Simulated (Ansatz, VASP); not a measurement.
## Two plane-wave programs on CaO

```
CELL_PARAMETERS angstrom
4.05891 0.00000 0.00000
-2.02946 3.51512 0.00000
0.00000 0.00000 4.86401
ATOMIC_POSITIONS crystal
Ca 0.33333 0.66667 0.93750
Ca 0.66667 0.33333 0.43750
O 0.33333 0.66667 0.43750
O 0.66667 0.33333 0.93750
```

Alike in both runs: task single point; functional r2SCAN; k mesh 6 × 6 × 4; no spin polarisation.

```csv
,VASP,Ansatz
version,VASP 6.6.1,Ansatz 0.2.0
potentials or method,"VASP PAW PBE potentials, release 64 (Ca_sv, O)","plane waves, PAW"
plane-wave cutoff (eV),520,500
occupations,"gaussian, width 0.01 eV",fixed
valence electrons in the cell,32,32
```

|  | VASP | Ansatz | Ansatz less VASP |
| --- | --- | --- | --- |
| gap on the k mesh at the Fermi level (eV) | 3.41 | 3.42 | +0.018 |
| pressure (GPa) | -4.1 | -4.9 | -0.78 |
| traceless stress, the component that is largest in VASP (GPa) | -0.45 | -0.40 | +0.049 |

VASP's potentials were made for PBE, not for r2SCAN.
